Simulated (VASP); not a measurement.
# Cu (Fd-3m) in VASP: single point with LDA

Aim: the single point of Cu with LDA.

All numbers are computed with VASP 6.6.1; they aren't measurements. Logs are shortened: lines on timing, memory, paths and dates and some standing lists are left out, and cuts for length are marked.

## Step 1: The cell of the first run

The structure is cubic, space group Fd-3m (No. 227). Conventional cell: a = 5.150 Å, b = 5.150 Å, c = 5.150 Å, α = 90.00°, β = 90.00°, γ = 90.00°. Within 2.9 Å of Cu (site symmetry -43m) lie 4 Cu at 2.23 Å.

## Step 2: Single point, LDA

INCAR reads:

```
ALGO     = Normal         # electronic algorithm
EDIFF    = 1E-6           # SCF threshold, eV
ENCUT    = 520            # plane-wave cutoff, eV
GGA      = CA             # functional
ISIF     = 2              # what is computed and relaxed
ISMEAR   = -1             # smearing method
LASPH    = True           # aspherical terms in the spheres
LCHARG   = True           # write CHGCAR
LELF     = True           # ELF
LREAL    = False          # projectors in reciprocal space
LVHAR    = True         
LWAVE    = False          # write WAVECAR
NBANDS   = 18             # bands
NELM     = 60             # most SCF steps
PREC     = Accurate       # precision mode
SIGMA    = 0.13605693000000002 # smearing width, eV
```

KPOINTS reads:

```
k-points
0
Gamma
  9 9 9
```

POSCAR reads:

```
Cu
1.0
    0.0000000000      2.5749065225      2.5749065225
    2.5749065225      0.0000000000      2.5749065225
    2.5749065225      2.5749065225      0.0000000000
Cu
2
Direct
    0.0000000000      0.0000000000      0.0000000000
    0.2500000000      0.2500000000      0.2500000000
```

Potentials or basis: VASP PAW LDA potentials, release 64 (Cu).

Run with:

```
$ cat potpaw_LDA.64/Cu/POTCAR > POTCAR
$ mpirun -np 1 vasp_std > vasp.out
```

OUTCAR:

```text
EDIFF = 1E-6
   ENCUT = 520
   GGA = CA
   ISIF = 2
   ISMEAR = -1
   LASPH = True
   LREAL = False
   NELM = 60
   PREC = Accurate

 ion  position               nearest neighbor table
   1  0.000  0.000  0.000-   2 2.23   2 2.23   2 2.23   2 2.23
   2  0.250  0.250  0.250-   1 2.23   1 2.23   1 2.23   1 2.23

  LATTYP: Found a face centered cubic cell.
 ALAT       =     5.1498130450

  Lattice vectors:

 A1 = (   0.0000000000,   2.5749065225,   2.5749065225)
 A2 = (   2.5749065225,   0.0000000000,   2.5749065225)
 A3 = (   2.5749065225,   2.5749065225,   0.0000000000)

Analysis of symmetry for initial positions (statically):
=====================================================================
 Subroutine PRICEL returns:
 Original cell was already a primitive cell.

 Routine SETGRP: Setting up the symmetry group for a
 face centered cubic supercell.

 Subroutine GETGRP returns: Found 48 space group operations
 (whereof 24 operations were pure point group operations)
 out of a pool of 48 trial point group operations.

The static configuration has the point symmetry T_d .
 The point group associated with its full space group is O_h .

Analysis of symmetry for dynamics (positions and initial velocities):
=====================================================================
 Subroutine PRICEL returns:
 Original cell was already a primitive cell.

 Routine SETGRP: Setting up the symmetry group for a
 face centered cubic supercell.

 Subroutine GETGRP returns: Found 48 space group operations
 (whereof 24 operations were pure point group operations)
 out of a pool of 48 trial point group operations.

The dynamic configuration has the point symmetry T_d .
 The point group associated with its full space group is O_h .

 Subroutine INISYM returns: Found 48 space group operations
 (whereof 24 operations are pure point group operations),
 and found     1 'primitive' translations

----------------------------------------------------------------------------------------

                                     Primitive cell

  volume of cell :      34.1440

  direct lattice vectors                    reciprocal lattice vectors
     0.000000000  2.574906523  2.574906523    -0.194181806  0.194181806  0.194181806
     2.574906523  0.000000000  2.574906523     0.194181806 -0.194181806  0.194181806
     2.574906523  2.574906523  0.000000000     0.194181806  0.194181806 -0.194181806

  length of vectors
     3.641467726  3.641467726  3.641467726     0.336332755  0.336332755  0.336332755

  position of ions in fractional coordinates (direct lattice)
     0.000000000  0.000000000  0.000000000
     0.250000000  0.250000000  0.250000000

  ion indices of the primitive-cell ions
   primitive index   ion index
                 1           1
                 2           2

----------------------------------------------------------------------------------------

 KPOINTS: k-points

Automatic generation of k-mesh.
 Grid dimensions read from file:
 generate k-points for:    9    9    9

 Generating k-lattice:

  Cartesian coordinates                     Fractional coordinates (reciprocal lattice)
    -0.021575756  0.021575756  0.021575756     0.111111111  0.000000000  0.000000000
     0.021575756 -0.021575756  0.021575756     0.000000000  0.111111111  0.000000000
     0.021575756  0.021575756 -0.021575756     0.000000000  0.000000000  0.111111111

  Length of vectors
     0.037370306  0.037370306  0.037370306

  Shift w.r.t. Gamma in fractional coordinates (k-lattice)
     0.000000000  0.000000000  0.000000000

 Subroutine IBZKPT returns following result:
 ===========================================

 Found     35 irreducible k-points:

 Following reciprocal coordinates:
            Coordinates               Weight
  0.000000  0.000000  0.000000      1.000000
  0.111111  0.000000  0.000000      8.000000
  0.222222  0.000000  0.000000      8.000000
  0.333333  0.000000  0.000000      8.000000
  0.444444  0.000000  0.000000      8.000000
  0.111111  0.111111  0.000000      6.000000
[... 16 lines left out ...]
 -0.333333  0.333333  0.000000     12.000000
  0.444444  0.444444  0.000000      6.000000
 [... further k-points ...]
   k-points           NKPTS =     35   k-points in BZ     NKDIM =     35   number of bands    NBANDS=     18
   number of dos      NEDOS =    301   number of ions     NIONS =      2
   total plane-waves  NPLWV =  21952
   dimension x,y,z NGX =    28 NGY =   28 NGZ =   28
   dimension x,y,z NGXF=    56 NGYF=   56 NGZF=   56
   ions per type =               2
   NGX,Y,Z   is equivalent  to a cutoff of  12.78, 12.78, 12.78 a.u.
   NGXF,Y,Z  is equivalent  to a cutoff of  25.57, 25.57, 25.57 a.u.
 SYSTEM =  unknown system
   PREC   = accura    normal or accurate (medium, high low for compatibility)
   ISTART =      0    job   : 0-new  1-cont  2-samecut
   ICHARG =      2    charge: 1-file 2-atom 10-const
   ISPIN  =      1    spin polarized calculation?
   LNONCOLLINEAR =      F non collinear calculations
   LSORBIT =      F    spin-orbit coupling
   LASPH  =      T    aspherical Exc in radial PAW
   ENCUT  =  520.0 eV  38.22 Ry    6.18 a.u.   6.77  6.77  6.77*2*pi/ulx,y,z
   NELM   =     60;   NELMIN=  2; NELMDL= -5     # of ELM steps
   EDIFF  = 0.1E-05   stopping-criterion for ELM
   LREAL  =      F    real-space projection
   EDIFFG = 0.1E-04   stopping-criterion for IOM
   NSW    =      0    number of steps for IOM
   IBRION =     -1    ionic relax: 0-MD 1-quasi-New 2-CG
   NFREE  =      0    steps in history (QN), initial steepest desc. (CG)
   ISIF   =      2    stress and relaxation
   ISYM   =      2    0-nonsym 1-usesym 2-fastsym
   POTIM  = 0.5000    time-step for ionic-motion
   TEBEG  =    0.0;   TEEND  =   0.0 temperature during run
   PSTRESS=    0.0 pullay stress
   NELECT =      22.0000    total number of electrons
   NUPDOWN=      -1.0000    fix difference up-down
   EMIN   =  10.00;   EMAX   =-10.00  energy-range for DOS
   EFERMI =   0.00;   METHOD = LEGACY
   ISMEAR =    -1;   SIGMA  =   0.14  broadening in eV -4-tet -1-fermi 0-gaus
   EFERMI_NEDOS =   21; number of points for ismear=-14 and -15
   IALGO  =     38    algorithm
   IMIX   =      4    mixing-type and parameters
     AMIX     =   0.40;   BMIX     =  1.00
     AMIX_MAG =   1.60;   BMIX_MAG =  1.00
  volume/ion in A,a.u.               =      17.07       115.21
  Fermi-wavevector in a.u.,A,eV,Ry     =   1.413983  2.672041 27.202789  1.999349
  Thomas-Fermi vector in A             =   2.535572
   LORBIT       =      0    0 simple, 1 ext, 2 COOP (PROOUT), +10 PAW based schemes
   GGA     = CA    functional components
   LHFCALC =     F    Hartree Fock is set to
   AEXX    =    0.0000 exact exchange contribution
   IVDW    =     0    specifies the selected vdW correction
   LEPSILON=     F    determine dielectric tensor
   LRPA    =     F    only Hartree local field effects (RPA)
 non-spin polarized calculation
  energy-cutoff  :      520.00
  volume of cell :       34.14
 maximum number of plane-waves:       941
   NGX = 13   NGY = 13   NGZ = 13

 number of electron      21.9999975 magnetization

 Free energy of the ion-electron system (eV)
  ---------------------------------------------------
  ext. energy  EPLUGINS =         0.00000000
  ---------------------------------------------------
  free energy    TOTEN  =        -6.99094640 eV

  energy without entropy =       -6.94889718  energy(sigma->0) =       -6.96992179

 E-fermi :   3.4251     XC(G=0): -10.8074

 val. band max:        3.3682636298   @ k =  -0.3333   0.4444   0.2222
 cond. band min:       3.5027166194   @ k =   0.4444   0.0000   0.0000
 fundamental gap:      0.1344529896
 Fermi energy:         3.4251242304

 k-point     1 :       0.0000    0.0000    0.0000
  band No.  band energies     occupation
      1      -3.4542      2.00000
      2       0.0506      2.00000
      3       0.0506      2.00000
      4       0.0506      2.00000
      5       0.0660      2.00000
      6       0.0660      2.00000
[... 10 lines left out ...]
     17      14.7781      0.00000
     18      17.2582      0.00000

 k-point     2 :       0.1111    0.0000    0.0000
  band No.  band energies     occupation
      1      -3.2439      2.00000
      2      -0.0530      2.00000
      3      -0.0530      2.00000
      4       0.0572      2.00000
      5       0.2052      2.00000
      6       0.2052      2.00000
[... 10 lines left out ...]
     17      15.7762      0.00000
     18      17.5839      0.00000

 k-point     3 :       0.2222    0.0000    0.0000
  band No.  band energies     occupation
      1      -2.6359      2.00000
      2      -0.0943      2.00000
      3      -0.0943      2.00000
      4       0.0851      2.00000
      5       0.3133      2.00000
      6       0.3133      2.00000
[... 10 lines left out ...]
     17      16.3139      0.00000
     18      17.2196      0.00000

 k-point     4 :       0.3333    0.0000    0.0000
  band No.  band energies     occupation
      1      -1.7385      2.00000
      2      -0.0602      2.00000
      3      -0.0602      2.00000
      4       0.1316      2.00000
      5       0.3066      2.00000
      6       0.3066      2.00000
[... 10 lines left out ...]
     17      15.7601      0.00000
     18      16.4513      0.00000

 k-point     5 :       0.4444    0.0000    0.0000
  band No.  band energies     occupation
      1      -0.9315      2.00000
      2       0.0273      2.00000
      3       0.0273      2.00000
      4       0.1153      2.00000
      5       0.2118      2.00000
      6       0.2118      2.00000
[... 10 lines left out ...]
     17      15.3432      0.00000
     18      15.8856      0.00000

 k-point     6 :       0.1111    0.1111    0.0000
  band No.  band energies     occupation
      1      -3.1731      2.00000
      2      -0.1543      2.00000
      3       0.0633      2.00000
      4       0.0633      2.00000
      5       0.1331      2.00000
      6       0.2870      2.00000
[... 10 lines left out ...]
     17      17.1325      0.00000
     18      17.1325      0.00000

 k-point     7 :       0.2222    0.1111    0.0000
  band No.  band energies     occupation
      1      -2.6949      2.00000
      2      -0.2235      2.00000
      3       0.0348      2.00000
      4       0.0774      2.00000
      5       0.2467      2.00000
      6       0.4048      2.00000
[... 10 lines left out ...]
     17      17.4267      0.00000
     18      18.0870      0.00000

 k-point     8 :       0.3333    0.1111    0.0000
  band No.  band energies     occupation
      1      -1.8819      2.00000
      2      -0.2218      2.00000
      3       0.0463      2.00000
      4       0.1012      2.00000
      5       0.2847      2.00000
      6       0.4499      2.00000
[... 10 lines left out ...]
     17      17.2953      0.00000
     18      17.4577      0.00000
[... 229 lines left out ...]
     17      18.1158      0.00000
     18      18.2184      0.00000

 k-point    20 :       0.3333    0.3333    0.0000
  band No.  band energies     occupation
      1      -1.0936      2.00000
      2      -0.4062      2.00000
      3       0.0970      2.00000
      4       0.0970      2.00000
      5       0.2621      2.00000
      6       0.6134      2.00000
[... 10 lines left out ...]
     17      22.1361      0.00000
     18      22.1361      0.00000

 k-point    21 :       0.4444    0.3333    0.0000
  band No.  band energies     occupation
      1      -0.3950      2.00000
      2      -0.3814      2.00000
      3      -0.0071      2.00000
      4       0.0869      2.00000
      5       0.2717      2.00000
      6       0.7230      2.00000
[... 10 lines left out ...]
     17      21.6386      0.00000
     18      22.1878      0.00000

 k-point    22 :      -0.4444    0.3333    0.0000
  band No.  band energies     occupation
      1      -0.3683      2.00000
      2      -0.1358      2.00000
      3       0.0395      2.00000
      4       0.0482      2.00000
      5       0.4398      2.00000
      6       0.8378      2.00000
[... 10 lines left out ...]
     17      20.7250      0.00000
     18      21.4825      0.00000

 k-point    23 :      -0.3333    0.3333    0.0000
  band No.  band energies     occupation
      1      -0.4080      2.00000
      2      -0.0389      2.00000
      3      -0.0137      2.00000
      4      -0.0067      2.00000
      5       0.3458      2.00000
      6       0.8406      2.00000
[... 10 lines left out ...]
     17      19.8251      0.00000
     18      20.5142      0.00000

 k-point    24 :       0.4444    0.4444    0.0000
  band No.  band energies     occupation
      1      -0.3505      2.00000
      2      -0.1288      2.00000
      3       0.0971      2.00000
      4       0.0971      2.00000
      5       0.1893      2.00000
      6       0.7053      2.00000
[... 10 lines left out ...]
     17      24.4623      0.00000
     18      24.4623      0.00000

 [... further k-points ...]
[... 5 lines left out ...]
  --------------------------------------------------------------------------------------
  -------------------------------------------------------------------------------------
  Total        0.0464958      0.0464958      0.0464958      0.0000000      0.0000000     -0.0000000
  in kB        2.1817753      2.1817753      2.1817753      0.0000000      0.0000000     -0.0000000
  external PRESSURE =       2.1817753 kB  Pullay stress =       0.0000000 kB

 VOLUME and BASIS-vectors are now :
 -----------------------------------------------------------------------------
  energy-cutoff  :      520.00
  volume of cell :       34.14
      direct lattice vectors                 reciprocal lattice vectors
     0.000000000  2.574906523  2.574906523    -0.194181806  0.194181806  0.194181806
     2.574906523  0.000000000  2.574906523     0.194181806 -0.194181806  0.194181806
     2.574906523  2.574906523  0.000000000     0.194181806  0.194181806 -0.194181806

 POSITION                                       TOTAL-FORCE (eV/Angst)
 -----------------------------------------------------------------------------------
      0.00000      0.00000      0.00000        -0.000000     -0.000000     -0.000000
      1.28745      1.28745      1.28745         0.000000      0.000000      0.000000
 -----------------------------------------------------------------------------------
    total drift:                                0.000000      0.000000      0.000000

  FREE ENERGIE OF THE ION-ELECTRON SYSTEM (eV)
  ---------------------------------------------------
  free  energy   TOTEN  =        -6.9909463977 eV

  energy  without entropy=       -6.9488971776  energy(sigma->0) =       -6.96992179
```

Wall time 36 s (1 thread of Intel Xeon Platinum 8488C (Sapphire Rapids), shared host); peak memory 0.14 GiB.

Results:

```
Free energy            : -6.9909 eV
Pressure               : 0.2 GPa
Band gap on the k mesh : zero (band 11 reaches 3.85 eV, above the bottom of band 12 at 3.15 eV)
```
